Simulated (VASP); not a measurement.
Input of a VASP 6.6.1 run:

The input INCAR:

```
PREC = Accurate ; ENCUT = 450
EDIFF = 1E-7 ; ISMEAR = 0
SIGMA = 0.1 ; LREAL = F
LASPH = T ; NELM = 120
ALGO = Normal ; ISIF = 2
LWAVE = F ; LCHARG = F
GGA = CA ; IBRION = 2
NSW = 65 ; EDIFFG = -0.025
GGA_COMPAT = F ; NELMIN = 4
KPAR = 4
```

The input KPOINTS:

```
regular mesh
0
Gamma
  3 3 3
```

File POSCAR:

```
Cs4Sn2I11
1.0
    5.6412849885     -5.6412849885      0.0000000000
   -5.6412849885     -5.6412849885      0.0000000000
    0.0000000000      0.0000000000    -11.2825699770
Cs Sn I
4 2 11
Direct
    0.5000000000      0.0000000000      0.2500000000
    0.0000000000      0.5000000000      0.7500000000
    0.5000000000      0.0000000000      0.7500000000
    0.0000000000      0.5000000000      0.2500000000
    0.5000000000      0.5000000000      0.5000000000
    0.0000000000      0.0000000000      0.0000000000
    0.2475845686      0.7524154314      0.5000000000
    0.2524154314      0.2524154314      0.0000000000
    0.7524154314      0.7524154314      0.5000000000
    0.7475845686      0.7475845686      0.0000000000
    0.2475845686      0.2475845686      0.5000000000
    0.2524154314      0.7475845686      0.0000000000
    0.7524154314      0.2475845686      0.5000000000
    0.5000000000      0.5000000000      0.7524154314
    0.0000000000      0.0000000000      0.2524154314
    0.5000000000      0.5000000000      0.2475845686
    0.0000000000      0.0000000000      0.7475845686
```

Potentials or basis: VASP PAW LDA potentials, release 64 (Cs_sv, Sn_d, I).

Command:

```bash
$ cat potpaw_LDA.64/Cs_sv/POTCAR potpaw_LDA.64/Sn_d/POTCAR potpaw_LDA.64/I/POTCAR > POTCAR
$ mpirun -np 4 vasp_std > vasp.out
```

Question: Predict the band gap on the k mesh.

Answer: Zero (an odd number of electrons rules out a gap without spin polarisation).

Question: Predict the energy gained by relaxing.

Answer: 16.3 meV/atom.

Final structure:
```
Cs Sn I
1.0
     5.64128   -5.64128    0.00000
    -5.64128   -5.64128    0.00000
     0.00000    0.00000  -11.28257
Cs Sn I
4 2 11
Direct
  0.48962 0.99533 0.26156
  0.00467 0.51038 0.73844
  0.48962 0.99533 0.73844
  0.00467 0.51038 0.26156
  0.50431 0.49569 0.50000
  0.02586 0.97414 0.00000
  0.24620 0.75380 0.50000
  0.24482 0.26036 0.00000
  0.75466 0.75562 0.50000
  0.73964 0.75518 0.00000
  0.24438 0.24534 0.50000
  0.26960 0.73040 0.00000
  0.75857 0.24143 0.50000
  0.50787 0.49213 0.75736
  0.98002 0.01998 0.24932
  0.50787 0.49213 0.24264
  0.98002 0.01998 0.75068
```

Caveat: the cell differs from its parent crystal (atoms taken out); spin-orbit coupling is left out, which moves the levels of the heavy elements; an odd number of electrons without spin polarisation forces a metal; a magnetic or distorted state may lie lower.
